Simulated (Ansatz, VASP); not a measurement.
CoO: VASP beside Ansatz

INCAR

```
PREC     = Accurate       # precision mode
ENCUT    = 600            # plane-wave cutoff, eV
EDIFF    = 1E-6           # SCF threshold, eV
ISMEAR   = 0              # smearing method
SIGMA    = 0.1            # smearing width, eV
LREAL    = F              # projectors in reciprocal space
LASPH    = T              # aspherical terms in the spheres
NELM     = 200            # most SCF steps
ALGO     = Normal         # electronic algorithm
ISIF     = 2              # what is computed and relaxed
LWAVE    = F              # write WAVECAR
LCHARG   = F              # write CHGCAR
ISPIN    = 2              # spin polarisation
MAGMOM   = 2.74 0.38      # initial moments
LORBIT   = 11             # projections on sites
LMAXMIX  = 4              # l up to which the mixer works
GGA      = PS             # functional
NBANDS   = 22             # bands
GGA_COMPAT= F
```

KPOINTS

```
regular mesh
0
Gamma
  4 4 4
```

File POSCAR:

```
CoO
1.0
   -1.5080001529      1.5080001529      2.1072499549
    1.5080001529     -1.5080001529      2.1072499549
    1.5080001529      1.5080001529     -2.1072499549
Co O
1 1
Direct
    0.0000000000      0.0000000000      0.0000000000
    0.5000000000      0.5000000000      0.0000000000
```

Input for Ansatz:

```yaml
crystal:
  lattice:
    - [-1.5080001529, 1.5080001529, 2.1072499549]
    - [1.5080001529, -1.5080001529, 2.1072499549]
    - [1.5080001529, 1.5080001529, -2.1072499549]
  atoms:
    - { symbol: Co, position: [0.0, 0.0, 0.0], spin: 2.74 }
    - { symbol: O, position: [0.5, 0.5, 0.0], spin: 0.38 }
basis:
  ecutwfc: 420
kpoints:
  mp_grid: { grid: [4, 4, 4] }
hamiltonian:
  xc: pbesol
scf:
  occupations: { method: gaussian, width: 0.1 }
output:
  forces: true
  stress: true
  eigenvalues: true
  populations: true
magnetization:
  spin_polarized: true
```

Alike in both runs: task single point; functional PBEsol; k mesh 4 × 4 × 4; occupations gaussian, width 0.1 eV; collinear spin.

|  | VASP | Ansatz |
| --- | --- | --- |
| version | VASP 6.6.1 | Ansatz 0.2.0 |
| potentials or method | VASP PAW PBE potentials, release 64 (Co_sv, O), cutoff 600 eV | scalar-relativistic, plane waves, PAW |
| valence electrons in the cell | 23 | 23 |

```csv
,VASP,Ansatz,Ansatz less VASP
gap on the k mesh at the Fermi level (eV),none,none,-
pressure (GPa),-17.6,-15.2,+2.40
"traceless stress, the component that is largest in VASP (GPa)",-0.02,-0.09,-0.067
net moment per atom (μB),1.20,1.21,+0.003
size of the moment on the site where the two differ most (μB),2.15,2.12,-0.031
```

VASP's potentials were made for PBE, not for PBEsol. Site moments also hang on the region over which each program counts them. A gap of «none» marks a metal or a gap that the smearing closes.

The k mesh is coarse, so the values compare programs but aren't converged.
